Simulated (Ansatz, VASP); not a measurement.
Two plane-wave programs on Zn

Contents of INCAR:

```
SYSTEM = Zn
ALGO = Normal ; EDIFF = 1E-7
ENCUT = 520 ; GGA = PS
ISIF = 2 ; ISMEAR = -1
LASPH = .TRUE. ; LCHARG = .FALSE.
LREAL = .FALSE. ; LWAVE = .FALSE.
NBANDS = 19 ; NELM = 60
PREC = Accurate ; SIGMA = 0.1
```

KPOINTS

```
k-points
0
G
  11 11 11
  0 0 0
```

Contents of POSCAR:

```
Zn
1.0
    0.0000000000      2.9000300632      2.9000300632
    2.9000300632      0.0000000000      2.9000300632
    2.9000300632      2.9000300632      0.0000000000
Zn
2
Direct
    0.1250000000      0.1250000000      0.1250000000
    0.8750000000      0.8750000000      0.8750000000
```

Input for Ansatz:

```yaml
crystal:
  lattice:
    - [0.0, 2.9000300632, 2.9000300632]
    - [2.9000300632, 0.0, 2.9000300632]
    - [2.9000300632, 2.9000300632, 0.0]
  atoms:
    - { symbol: Zn, position: [0.125, 0.125, 0.125] }
    - { symbol: Zn, position: [0.875, 0.875, 0.875] }
hamiltonian:
  xc: pbesol
  pseudopotentials:
    kind: paw
    azcp:
      Zn: "pseudopotentials/Zn.paw.azcp"
basis:
  ecutwfc: 420
  fft_grid_basis: typed
kpoints:
  mp_grid: { grid: [11, 11, 11], shift: [0, 0, 0] }
magnetization:
  spin_polarized: false
scf:
  occupations: { method: fermi_dirac, width: 0.1 }
  lower_state_search: "off"
output:
  stress: true
  write_density: true
  write_potential: true
  elf: true
  volumetric_format: npy
```

Alike in both runs: task single point; functional PBEsol; k mesh 11 × 11 × 11; occupations fermi-dirac, width 0.1 eV; no spin polarisation.

|  | VASP | Ansatz |
| --- | --- | --- |
| version | VASP 6.6.1 | Ansatz 0.2.0 |
| potentials or method | VASP PAW PBE potentials, release 64 (Zn), cutoff 520 eV | plane waves (420 eV) with PAW, scalar-relativistic |
| valence electrons in the cell | 24 | 24 |

|  | VASP | Ansatz | Ansatz less VASP |
| --- | --- | --- | --- |
| pressure (GPa) | -2.0 | -2.2 | -0.16 |

VASP's potentials were made for PBE, not for PBEsol, and Ansatz warns of the same on its side.
